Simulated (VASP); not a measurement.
Write the native input for VASP 6.6.1 that does the following.

```
Task                   : relaxation of cell and atoms
Functional             : PBEsol
Potentials or basis    : VASP PAW PBE potentials, release 64 (Pb_d)
Cutoff                 : 600 eV
k mesh                 : 9 × 9 × 5
Occupations            : fermi-dirac, width 0.05 eV
Spin                   : no spin polarisation
Target pressure        : 20 GPa
Dipole correction      : no
Further INCAR settings : ALGO = Normal; EDIFF = 1e-06; IBRION = 2; EDIFFG = -0.01; NSW = 80; ISIF = 3
```

The structure of Pb lies in POSCAR:

```
Pb
1.0
    3.4800000000      0.0000000000      0.0000000000
   -1.7400000000      3.0137684052      0.0000000000
    0.0000000000      0.0000000000      5.5900000000
Pb
2
Direct
    0.6666666667      0.3333333333      0.7500000000
    0.3333333333      0.6666666667      0.2500000000
```

One way to write it, as run:

INCAR

```
PREC = Accurate
ENCUT = 600
EDIFF = 1E-6
ISMEAR = -1
SIGMA = 0.05
LREAL = False
LASPH = True
NELM = 100
ALGO = Normal
ISIF = 3
LWAVE = False
LCHARG = False
GGA = PS
IBRION = 2
NSW = 80
EDIFFG = -0.01
PSTRESS = 200.0
```

KPOINTS

```
regular mesh
0
Gamma
  9 9 5
```

Potentials or basis: VASP PAW PBE potentials, release 64 (Pb_d).

Launch:

```bash
$ cat potpaw_PBE.64/Pb_d/POTCAR > POTCAR
$ mpirun -np 1 vasp_std > vasp.out
```

It gave:

```json
{
  "Relaxed volume": "23.61 Å³/atom",
  "Relaxed cell": "a = 3.183 Å, b = 3.183 Å, c = 5.384 Å, α = 90.00°, β = 90.00°, γ = 120.00°",
  "Space group after relaxing (to 0.05 Å)": "P6_3/mmc (No. 194)",
  "Energy change on relaxing (the enthalpy is what falls)": "+294.2 meV/atom",
  "Ionic steps": "10",
  "Pressure after relaxing": "20.0 GPa",
  "Band gap on the k mesh": "zero (band 14 reaches 17.87 eV, above the bottom of band 15 at 7.65 eV)"
}
```

Caveat: the cell is relaxed towards a set pressure, so the enthalpy falls and the energy may rise; the volume moved by over 15 % at a fixed basis, so the end points are rough; the PAW data sets were made with another functional, which shifts forces and pressure a little; spin-orbit coupling is left out, which moves the levels of the heavy elements.

Wall time 2.2 min on 1 thread of AMD EPYC 9R45 96-Core Processor (Zen 5) (shared host), peak memory 0.18 GiB.
